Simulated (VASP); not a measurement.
Os: electric field gradients with r2SCAN

Crystal: Os.

```xyz
2
Lattice="2.7090 0.0000 0.0000 -1.3545 2.3461 0.0000 0.0000 0.0000 4.2678" Properties=species:S:1:pos:R:3 pbc="T T T"
Os    0.0000    1.5641    1.0670
Os    1.3545    0.7820    3.2009
```

```
Program                : VASP 6.6.1
Task                   : electric field gradients
Functional             : r2SCAN
Potentials or basis    : VASP PAW PBE potentials, release 64 (Os)
Cutoff                 : 580 eV
k mesh                 : 15 × 15 × 9
Occupations            : fermi-dirac, width 0.05 eV
Spin                   : no spin polarisation
Dipole correction      : no
Further INCAR settings : ALGO = Normal; EDIFF = 1e-08; NBANDS = 15
```

```
Pressure                                : 16.7 GPa
Band gap on the k mesh                  : zero (bands 8 and 9 overlap by 4.14 eV)
Largest electric field gradient by atom : Os -87.8 V/Å²
```

Stress tensor (GPa, compression positive):
```
15.69  0.00  0.00
 0.00 15.69  0.00
 0.00  0.00 18.81
```

Levels at points of the mesh, in eV from the Fermi level:
```csv
k point,band 6,band 7,band 8,band 9,band 10,band 11
"(0.00, 0.00, 0.00)",-2.40,-2.40,-1.74,-1.74,0.06,1.84
```

Electric field gradients, principal values (V/Å²):
| atom | least | middle | greatest (by size) |
| --- | --- | --- | --- |
| 1 Os | 43.888 | 43.889 | -87.777 |
| 2 Os | 43.888 | 43.889 | -87.777 |

Wall time 88 s on 1 thread of Intel(R) Xeon(R) 6975P-C (Granite Rapids), on a shared host, peak memory 0.2 GiB.

Caveat: the cell stands under pressure; without QUAD_EFG the Cq values of the log hold for a quadrupole moment of 1 mb, not for the nuclei; the PAW data sets were made with another functional, which shifts forces and pressure a little; spin-orbit coupling is left out, which moves the levels of the heavy elements.
